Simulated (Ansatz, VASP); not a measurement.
## One calculation of HfGe, two programs

INCAR

```
ALGO = Normal
EDIFF = 1E-6
ENCUT = 520
GGA = PE
ISIF = 2
ISMEAR = -1
LASPH = T
LCHARG = F
LREAL = F
LWAVE = F
NBANDS = 19
NELM = 60
PREC = Accurate
SIGMA = 0.05
```

KPOINTS

```
k-points
0
Gamma
  8 8 8
```

POSCAR

```
HfGe
1.0
    3.4535234501      0.0000000000      0.0000000000
    0.0000000000      3.4535234501      0.0000000000
    0.0000000000      0.0000000000      3.4535234501
Hf Ge
1 1
Direct
    0.0000000000      0.0000000000      0.0000000000
    0.5000000000      0.5000000000      0.5000000000
```

input.yaml

```yaml
crystal:
  lattice:
    - [3.4535234501, 0.0, 0.0]
    - [0.0, 3.4535234501, 0.0]
    - [0.0, 0.0, 3.4535234501]
  atoms:
    - { symbol: Hf, position: [0.0, 0.0, 0.0] }
    - { symbol: Ge, position: [0.5, 0.5, 0.5] }
kpoints:
  mp_grid: { grid: [8, 8, 8] }
scf:
  occupations: { method: fermi_dirac, width: 0.05 }
hamiltonian:
  xc: pbe
  pseudopotentials: { kind: all_electron, lapw: { basis_error: 0.0005 } }
output:
  forces: true
  stress: true
  eigenvalues: true
```

Change from the starting cell: volume scaled by 0.96.

Alike in both runs: task single point; functional PBE; k mesh 8 × 8 × 8; occupations fermi-dirac, width 0.05 eV; no spin polarisation.

```csv
,VASP,Ansatz
version,VASP 6.6.1,Ansatz 0.2.0
potentials or method,"VASP PAW PBE potentials, release 64 (Hf_pv, Ge_d), cutoff 520 eV","all-electron LAPW, scalar-relativistic"
```

|  | VASP | Ansatz | Ansatz less VASP |
| --- | --- | --- | --- |
| gap on the k mesh at the Fermi level (eV) | none | none | - |
| pressure (GPa) | -8.8 | -8.4 | +0.37 |

A gap of «none» marks a metal or a gap that the smearing closes. Ansatz ran all-electron here, and VASP with PAW potentials.

Spin-orbit coupling is off throughout.
